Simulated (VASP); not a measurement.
# Te (R-3m) in VASP: a series of runs

The runs below take Te through single point, with PBE.

All numbers are computed with VASP 6.6.1; they aren't measurements. Logs are shortened: lines on timing, memory, paths and dates and some standing lists are left out, and cuts for length are marked.

### Step 1. The cell of the first run

Symmetry: R-3m, No. 166, trigonal system. Conventional cell: a = 4.465 Å, b = 4.465 Å, c = 5.229 Å, α = 90.00°, β = 90.00°, γ = 120.00°. Te (site symmetry -3m) has 6 Te at 3.11 Å within 4.1 Å.

### Step 2. Single point, PBE (volume 30.090 Å^3 an atom, c/a of the conventional cell 1.1713)

INCAR reads:

```
PREC     = Accurate       # precision mode
ENCUT    = 520            # plane-wave cutoff, eV
EDIFF    = 1E-7           # SCF threshold, eV
ISMEAR   = 0              # smearing method
SIGMA    = 0.15           # smearing width, eV
LREAL    = False          # projectors in reciprocal space
LASPH    = True           # aspherical terms in the spheres
NELM     = 80             # most SCF steps
ALGO     = Normal         # electronic algorithm
ISIF     = 2              # what is computed and relaxed
LWAVE    = False          # write WAVECAR
LCHARG   = False          # write CHGCAR
GGA      = PE             # functional
NBANDS   = 9              # bands
```

KPOINTS reads:

```
Automatic mesh
0
Gamma
  15 15 15
```

POSCAR reads:

```
Te
1.0
    2.2322948646      1.2888160410      1.7431246499
   -2.2322948646      1.2888160410      1.7431246499
    0.0000000000     -2.5776320820      1.7431246500
Te
1
Direct
    0.5000000000      0.5000000000      0.5000000000
```

Potentials or basis: VASP PAW PBE potentials, release 64 (Te).

Launch:

```sh
> cat potpaw_PBE.64/Te/POTCAR > POTCAR
> mpirun -np 1 vasp_std > vasp.out
```

OUTCAR:

```text
PREC = Accurate
   ENCUT = 520
   EDIFF = 1E-7
   ISMEAR = 0
   LREAL = False
   LASPH = True
   NELM = 80
   ISIF = 2
   GGA = PE

 ion  position               nearest neighbor table
   1  0.500  0.500  0.500-

  LATTYP: Found a trigonal (rhomboedric) cell.
 ALAT       =     3.1116990046
 COS(alpha) =    -0.0292904756

  Lattice vectors:

 A1 = (   2.2322948646,   1.2888160410,   1.7431246499)
 A2 = (  -2.2322948646,   1.2888160410,   1.7431246499)
 A3 = (   0.0000000000,  -2.5776320820,   1.7431246500)

Analysis of symmetry for initial positions (statically):
=====================================================================
 Subroutine PRICEL returns:
 Original cell was already a primitive cell.

 Routine SETGRP: Setting up the symmetry group for a
 trigonal (rhombohedral) supercell.

 Subroutine GETGRP returns: Found 12 space group operations
 (whereof 12 operations were pure point group operations)
 out of a pool of 12 trial point group operations.

The static configuration has the point symmetry D_3d.

Analysis of symmetry for dynamics (positions and initial velocities):
=====================================================================
 Subroutine PRICEL returns:
 Original cell was already a primitive cell.

 Routine SETGRP: Setting up the symmetry group for a
 trigonal (rhombohedral) supercell.

 Subroutine GETGRP returns: Found 12 space group operations
 (whereof 12 operations were pure point group operations)
 out of a pool of 12 trial point group operations.

The dynamic configuration has the point symmetry D_3d.

 Subroutine INISYM returns: Found 12 space group operations
 (whereof 12 operations are pure point group operations),
 and found     1 'primitive' translations

----------------------------------------------------------------------------------------

                                     Primitive cell

  volume of cell :      30.0900

  direct lattice vectors                    reciprocal lattice vectors
     2.232294865  1.288816041  1.743124650     0.223984747  0.129317654  0.191227480
    -2.232294865  1.288816041  1.743124650    -0.223984747  0.129317654  0.191227480
     0.000000000 -2.577632082  1.743124650     0.000000000 -0.258635308  0.191227480

  length of vectors
     3.111699005  3.111699005  3.111699005     0.321652252  0.321652252  0.321652252

  position of ions in fractional coordinates (direct lattice)
     0.500000000  0.500000000  0.500000000

  ion indices of the primitive-cell ions
   primitive index   ion index
                 1           1

----------------------------------------------------------------------------------------

 KPOINTS: Automatic mesh

Automatic generation of k-mesh.
 Grid dimensions read from file:
 generate k-points for:   15   15   15

 Generating k-lattice:

  Cartesian coordinates                     Fractional coordinates (reciprocal lattice)
     0.014932316  0.008621177  0.012748499     0.066666667  0.000000000 -0.000000000
    -0.014932316  0.008621177  0.012748499     0.000000000  0.066666667 -0.000000000
     0.000000000 -0.017242354  0.012748499     0.000000000  0.000000000  0.066666667

  Length of vectors
     0.021443483  0.021443483  0.021443483

  Shift w.r.t. Gamma in fractional coordinates (k-lattice)
     0.000000000  0.000000000  0.000000000

 Subroutine IBZKPT returns following result:
 ===========================================

 Found    344 irreducible k-points:

 Following reciprocal coordinates:
            Coordinates               Weight
  0.000000  0.000000  0.000000      1.000000
  0.066667 -0.000000  0.000000      6.000000
  0.133333  0.000000  0.000000      6.000000
  0.200000  0.000000  0.000000      6.000000
  0.266667  0.000000  0.000000      6.000000
  0.333333  0.000000 -0.000000      6.000000
[... 16 lines left out ...]
  0.133333  0.133333 -0.000000      6.000000
  0.200000  0.133333 -0.000000     12.000000
 [... further k-points ...]
   k-points           NKPTS =    344   k-points in BZ     NKDIM =    344   number of bands    NBANDS=      9
   number of dos      NEDOS =    301   number of ions     NIONS =      1
   total plane-waves  NPLWV =  13824
   dimension x,y,z NGX =    24 NGY =   24 NGZ =   24
   dimension x,y,z NGXF=    48 NGYF=   48 NGZF=   48
   ions per type =               1
   NGX,Y,Z   is equivalent  to a cutoff of  12.82, 12.82, 12.82 a.u.
   NGXF,Y,Z  is equivalent  to a cutoff of  25.64, 25.64, 25.64 a.u.
 SYSTEM =  unknown system
   PREC   = accura    normal or accurate (medium, high low for compatibility)
   ISTART =      0    job   : 0-new  1-cont  2-samecut
   ICHARG =      2    charge: 1-file 2-atom 10-const
   ISPIN  =      1    spin polarized calculation?
   LNONCOLLINEAR =      F non collinear calculations
   LSORBIT =      F    spin-orbit coupling
   LASPH  =      T    aspherical Exc in radial PAW
   ENCUT  =  520.0 eV  38.22 Ry    6.18 a.u.   5.79  5.79  5.79*2*pi/ulx,y,z
   NELM   =     80;   NELMIN=  2; NELMDL= -5     # of ELM steps
   EDIFF  = 0.1E-06   stopping-criterion for ELM
   LREAL  =      F    real-space projection
   EDIFFG = 0.1E-05   stopping-criterion for IOM
   NSW    =      0    number of steps for IOM
   IBRION =     -1    ionic relax: 0-MD 1-quasi-New 2-CG
   NFREE  =      0    steps in history (QN), initial steepest desc. (CG)
   ISIF   =      2    stress and relaxation
   ISYM   =      2    0-nonsym 1-usesym 2-fastsym
   POTIM  = 0.5000    time-step for ionic-motion
   TEBEG  =    0.0;   TEEND  =   0.0 temperature during run
   PSTRESS=    0.0 pullay stress
   NELECT =       6.0000    total number of electrons
   NUPDOWN=      -1.0000    fix difference up-down
   EMIN   =  10.00;   EMAX   =-10.00  energy-range for DOS
   EFERMI =   0.00;   METHOD = LEGACY
   ISMEAR =     0;   SIGMA  =   0.15  broadening in eV -4-tet -1-fermi 0-gaus
   EFERMI_NEDOS =   21; number of points for ismear=-14 and -15
   IALGO  =     38    algorithm
   IMIX   =      4    mixing-type and parameters
     AMIX     =   0.40;   BMIX     =  1.00
     AMIX_MAG =   1.60;   BMIX_MAG =  1.00
  volume/ion in A,a.u.               =      30.09       203.06
  Fermi-wavevector in a.u.,A,eV,Ry     =   0.956426  1.807382 12.445928  0.914750
  Thomas-Fermi vector in A             =   2.085353
   LORBIT       =      0    0 simple, 1 ext, 2 COOP (PROOUT), +10 PAW based schemes
   GGA     = PE    functional components
   LHFCALC =     F    Hartree Fock is set to
   AEXX    =    0.0000 exact exchange contribution
   IVDW    =     0    specifies the selected vdW correction
   LEPSILON=     F    determine dielectric tensor
   LRPA    =     F    only Hartree local field effects (RPA)
 non-spin polarized calculation
 Gauss-broadening in eV      SIGMA  =   0.15
  energy-cutoff  :      520.00
  volume of cell :       30.09
 maximum number of plane-waves:       822
   NGX = 11   NGY = 11   NGZ = 11

 number of electron       5.9999999 magnetization

 Free energy of the ion-electron system (eV)
  ---------------------------------------------------
  ext. energy  EPLUGINS =         0.00000000
  ---------------------------------------------------
  free energy    TOTEN  =        -3.07080473 eV

  energy without entropy =       -3.06596859  energy(sigma->0) =       -3.06838666

 E-fermi :   7.5636     XC(G=0):  -9.6474

 val. band max:        7.5451764938   @ k =  -0.4000   0.2667   0.2000
 cond. band min:       7.5711413622   @ k =  -0.3333   0.3333   0.2000
 fundamental gap:      0.0259648685
 Fermi energy:         7.5635704460

 k-point     1 :       0.0000    0.0000    0.0000
  band No.  band energies     occupation
      1      -6.7033      2.00000
      2       8.7176      0.00000
      3       8.9254      0.00000
      4       8.9254      0.00000
      5      13.5175      0.00000
      6      13.5175      0.00000
      7      14.4082      0.00000
      8      25.4211      0.00000
      9      25.4981      0.00000

 k-point     2 :       0.0667   -0.0000    0.0000
  band No.  band energies     occupation
      1      -6.6452      2.00000
      2       8.1437      0.00000
      3       8.8512      0.00000
      4       8.9782      0.00000
      5      13.5692      0.00000
      6      13.9392      0.00000
      7      14.8529      0.00000
      8      24.1476      0.00000
      9      24.1568      0.00000

 k-point     3 :       0.1333    0.0000    0.0000
  band No.  band energies     occupation
      1      -6.4731      2.00000
      2       6.7352      2.00000
      3       8.9960      0.00000
      4       9.1325      0.00000
      5      13.7230      0.00000
      6      14.2828      0.00000
      7      16.4153      0.00000
      8      22.7457      0.00000
      9      22.7661      0.00000

 k-point     4 :       0.2000    0.0000    0.0000
  band No.  band energies     occupation
      1      -6.1952      2.00000
      2       5.2112      2.00000
      3       9.2361      0.00000
      4       9.3746      0.00000
      5      13.9736      0.00000
      6      14.6117      0.00000
      7      18.3706      0.00000
      8      21.4570      0.00000
      9      21.4721      0.00000

 k-point     5 :       0.2667    0.0000    0.0000
  band No.  band energies     occupation
      1      -5.8297      2.00000
      2       3.7767      2.00000
      3       9.5394      0.00000
      4       9.6794      0.00000
      5      14.3091      0.00000
      6      15.0389      0.00000
      7      19.8201      0.00000
      8      20.3271      0.00000
      9      20.6205      0.00000

 k-point     6 :       0.3333    0.0000   -0.0000
  band No.  band energies     occupation
      1      -5.4128      2.00000
      2       2.5300      2.00000
      3       9.8639      0.00000
      4      10.0054      0.00000
      5      14.7028      0.00000
      6      15.5802      0.00000
      7      19.1362      0.00000
      8      19.3883      0.00000
      9      20.2754      0.00000
[... 169 lines left out ...]
 k-point    21 :      -0.1333    0.0667   -0.0000
  band No.  band energies     occupation
      1      -6.4200      2.00000
      2       6.8223      2.00000
      3       8.4269      0.00000
      4       9.1200      0.00000
      5      13.9643      0.00000
      6      14.7932      0.00000
      7      16.4055      0.00000
      8      21.3556      0.00000
      9      22.8096      0.00000

 k-point    22 :      -0.0667    0.0667    0.0000
  band No.  band energies     occupation
      1      -6.5897      2.00000
      2       8.1369      0.00000
      3       8.3324      0.00000
      4       8.9701      0.00000
      5      13.7800      0.00000
      6      14.3633      0.00000
      7      15.0460      0.00000
      8      22.7649      0.00000
      9      24.2041      0.00000

 k-point    23 :       0.1333    0.1333   -0.0000
  band No.  band energies     occupation
      1      -6.2323      2.00000
      2       6.8549      2.00000
      3       6.9128      2.00000
      4       9.2769      0.00000
      5      14.2164      0.00000
      6      16.4372      0.00000
      7      16.8382      0.00000
      8      21.0516      0.00000
      9      22.9262      0.00000

 k-point    24 :       0.2000    0.1333   -0.0000
  band No.  band energies     occupation
      1      -5.9498      2.00000
      2       5.3620      2.00000
      3       7.1140      1.99998
      4       9.5198      0.00000
      5      14.5022      0.00000
      6      16.8160      0.00000
      7      18.3358      0.00000
      8      20.0262      0.00000
      9      21.6674      0.00000

 [... further k-points ...]
[... 5 lines left out ...]
  --------------------------------------------------------------------------------------
  -------------------------------------------------------------------------------------
  Total        0.9590692      0.9590692      0.9222949      0.0000000     -0.0000000      0.0000000
  in kB       51.0667651     51.0667651     49.1086755      0.0000000     -0.0000000      0.0000000
  external PRESSURE =      50.4140686 kB  Pullay stress =       0.0000000 kB

 VOLUME and BASIS-vectors are now :
 -----------------------------------------------------------------------------
  energy-cutoff  :      520.00
  volume of cell :       30.09
      direct lattice vectors                 reciprocal lattice vectors
     2.232294865  1.288816041  1.743124650     0.223984747  0.129317654  0.191227480
    -2.232294865  1.288816041  1.743124650    -0.223984747  0.129317654  0.191227480
     0.000000000 -2.577632082  1.743124650     0.000000000 -0.258635308  0.191227480

 POSITION                                       TOTAL-FORCE (eV/Angst)
 -----------------------------------------------------------------------------------
      0.00000      0.00000      2.61469         0.000000      0.000000      0.000000
 -----------------------------------------------------------------------------------
    total drift:                                0.000000      0.000000     -0.000000

  FREE ENERGIE OF THE ION-ELECTRON SYSTEM (eV)
  ---------------------------------------------------
  free  energy   TOTEN  =        -3.0708047348 eV

  energy  without entropy=       -3.0659685874  energy(sigma->0) =       -3.06838666
```

It took 64 s on 1 thread of Intel Xeon 8259CL, shared host; peak memory 0.21 GiB.

Results:

```yaml
Free_energy: -3.0708 eV
Pressure: 5.0 GPa
Band_gap_on_the_k_mesh: zero (band 3 reaches 10.32 eV, above the bottom of band 4 at 4.60 eV)
```

Levels at points of the mesh, in eV from the Fermi level:
```tsv
k point	band 1	band 2	band 3	band 4	band 5	band 6	band 7	band 8
(0.00, 0.00, 0.00)	-14.27	1.15	1.36	1.36	5.95	5.95	6.84	17.86
```

Caveat: spin-orbit coupling is left out, which moves the levels of the heavy elements.

### Step 3. Single point, PBE (volume 30.090 Å^3 an atom, c/a of the conventional cell 1.2356)

INCAR reads:

```
  ALGO = Normal
  EDIFF = 1E-6
  ENCUT = 520
  GGA = PE
  ISIF = 2
  ISMEAR = 0
  LASPH = True
  LCHARG = True
  LELF = True
  LREAL = False
  LVHAR = True
  LWAVE = False
  NBANDS = 9
  NELM = 80
  PREC = Accurate
  SIGMA = 0.15
```

KPOINTS reads:

```
k-points
0
Gamma
  15 15 15
```

POSCAR reads:

```
Te
1.0
    2.1928805458      1.2660601734      1.8063488016
   -2.1928805458      1.2660601734      1.8063488016
    0.0000000000     -2.5321203468      1.8063488016
Te
1
Direct
    0.5000000000      0.5000000000      0.5000000000
```

Potentials or basis: VASP PAW PBE potentials, release 64 (Te).

Launch:

```sh
> cat potpaw_PBE.64/Te/POTCAR > POTCAR
> mpirun -np 1 vasp_std > vasp.out
```

Run time: 55 s. Hardware: 1 thread of Intel Xeon 8259CL, shared host; peak memory 0.21 GiB.

It converged, with:

```
Free energy            : -3.0701 eV
Pressure               : 5.1 GPa
Band gap on the k mesh : zero (band 3 reaches 10.39 eV, above the bottom of band 4 at 4.34 eV)
```

Stress tensor (GPa, compression positive):
```
5.11 0.00 0.00
0.00 5.11 0.00
0.00 0.00 5.20
```

Levels at points of the mesh, in eV from the Fermi level:
| k point | band 1 | band 2 | band 3 | band 4 | band 5 | band 6 |
| --- | --- | --- | --- | --- | --- | --- |
| (0.00, 0.00, 0.00) | -14.28 | 1.26 | 1.26 | 1.30 | 5.93 | 5.93 |

Caveat: spin-orbit coupling is left out, which moves the levels of the heavy elements.

### Step 4. Single point, PBE (volume 30.090 Å^3 an atom, c/a of the conventional cell 1.2030)

INCAR reads:

```
PREC = Accurate
ENCUT = 520
EDIFF = 1E-7
ISMEAR = 0
SIGMA = 0.15
LREAL = F
LASPH = T
NELM = 80
ALGO = Normal
ISIF = 2
LWAVE = F
LCHARG = F
GGA = PE
NBANDS = 9
```

KPOINTS reads:

```
regular mesh
0
Gamma
  15 15 15
```

POSCAR reads:

```
Te
1.0
    2.2125162351      1.2773968439      1.7744290234
   -2.2125162351      1.2773968439      1.7744290234
    0.0000000000     -2.5547936878      1.7744290234
Te
1
Direct
    0.5000000000      0.5000000000      0.5000000000
```

Launch:

```sh
> cat potpaw_PBE.64/Te/POTCAR > POTCAR
> mpirun -np 1 vasp_std > vasp.out
```

Run time: 66 s. Hardware: 1 thread of Intel Xeon 8259CL, shared host; peak memory 0.21 GiB.

The run converged. Its results:

```yaml
Free_energy: -3.0702 eV
Pressure: 5.1 GPa
Band_gap_on_the_k_mesh: zero (band 3 reaches 10.38 eV, above the bottom of band 4 at 4.44 eV)
```

Stress tensor (GPa, compression positive):
```
5.17 0.00 0.00
0.00 5.17 0.00
0.00 0.00 5.04
```

Levels at points of the mesh, in eV from the Fermi level:
```csv
k point,band 1,band 2,band 3,band 4,band 5,band 6,band 7
"(0.00, 0.00, 0.00)",-14.28,1.22,1.30,1.30,5.93,5.93,6.83
```

Caveat: spin-orbit coupling is left out, which moves the levels of the heavy elements.

### Step 5. Single point, PBE (volume 30.090 Å^3 an atom, c/a of the conventional cell 1.2690)

INCAR reads:

```
SYSTEM = Te
  PREC = Accurate
  ENCUT = 520
  EDIFF = 1E-6
  ISMEAR = 0
  SIGMA = 0.15
  LREAL = .FALSE.
  LASPH = .TRUE.
  NELM = 80
  ALGO = Normal
  ISIF = 2
  LWAVE = .FALSE.
  LCHARG = .FALSE.
  GGA = PE
  NBANDS = 9
```

KPOINTS reads:

```
Automatic mesh
0
G
  15 15 15
  0 0 0
```

POSCAR reads:

```
Te
1.0
    2.1734704194      1.2548537318      1.8387559748
   -2.1734704194      1.2548537318      1.8387559748
    0.0000000000     -2.5097074635      1.8387559749
Te
1
Direct
    0.5000000000      0.5000000000      0.5000000000
```

Launch:

```sh
> cat potpaw_PBE.64/Te/POTCAR > POTCAR
> mpirun -np 1 vasp_std > vasp.out
```

Run time: 54 s. Hardware: 1 thread of Intel Xeon 8259CL, shared host; peak memory 0.21 GiB.

It converged, with:

```yaml
Free_energy: -3.0706 eV
Pressure: 5.1 GPa
Band_gap_on_the_k_mesh: zero (band 3 reaches 10.34 eV, above the bottom of band 4 at 4.44 eV)
```

Stress tensor (GPa, compression positive):
```
5.02 0.00 0.00
0.00 5.02 0.00
0.00 0.00 5.19
```

Levels at points of the mesh, in eV from the Fermi level:
```csv
k point,band 1,band 2,band 3,band 4,band 5,band 6,band 7,band 8
"(0.00, 0.00, 0.00)",-14.27,1.23,1.23,1.40,5.94,5.94,6.84,17.89
```

Caveat: spin-orbit coupling is left out, which moves the levels of the heavy elements.

[end of part 1 of 2]
